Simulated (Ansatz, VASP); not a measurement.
## Two plane-wave programs on TiAl

Contents of INCAR:

```
  PREC = Accurate
  ENCUT = 520
  EDIFF = 1E-6
  ISMEAR = 0
  SIGMA = 0.15
  LREAL = False
  LASPH = True
  NELM = 80
  ALGO = Normal
  ISIF = 2
  LWAVE = False
  LCHARG = False
  GGA = CA
  NBANDS = 14
```

The input KPOINTS:

```
regular mesh
0
Gamma
  16 16 16
```

Contents of POSCAR:

```
TiAl
1.0
    3.2443689473      0.0000000000      0.0000000000
    0.0000000000      3.2443689473      0.0000000000
    0.0000000000      0.0000000000      3.2443689473
Ti Al
1 1
Direct
    0.0000000000      0.0000000000      0.0000000000
    0.5000000000      0.5000000000      0.5000000000
```

Input for Ansatz:

```yaml
crystal:
  lattice:
    - [3.2443689473, 0.0, 0.0]
    - [0.0, 3.2443689473, 0.0]
    - [0.0, 0.0, 3.2443689473]
  atoms:
    - { symbol: Ti, position: [0.0, 0.0, 0.0] }
    - { symbol: Al, position: [0.5, 0.5, 0.5] }
basis:
  ecutwfc: 520.0
kpoints:
  mp_grid: { grid: [16, 16, 16] }
hamiltonian:
  xc: lda
  pseudopotentials: { kind: paw, azcp: { folder: soft_1 } }
scf:
  occupations: { method: gaussian, width: 0.15 }
output:
  forces: true
  stress: true
  eigenvalues: true
```

Alike in both runs: task single point; functional LDA; k mesh 16 × 16 × 16; occupations gaussian, width 0.15 eV; no spin polarisation.

|  | VASP | Ansatz |
| --- | --- | --- |
| version | VASP 6.6.1 | Ansatz 0.2.0 |
| potentials or method | VASP PAW LDA potentials, release 64 (Ti_sv, Al), cutoff 520 eV | scalar-relativistic, plane waves, PAW |
| valence electrons in the cell | 15 | 15 |

|  | VASP | Ansatz | Ansatz less VASP |
| --- | --- | --- | --- |
| gap on the k mesh at the Fermi level (eV) | none | none | - |
| pressure (GPa) | -11.2 | -11.3 | -0.07 |

Ansatz warns that its potentials were made for another functional, while VASP's fit it. LDA's correlation is that of Perdew and Zunger in VASP and of Perdew and Wang (1992) in Ansatz. A gap of «none» marks a metal or a gap that the smearing closes.
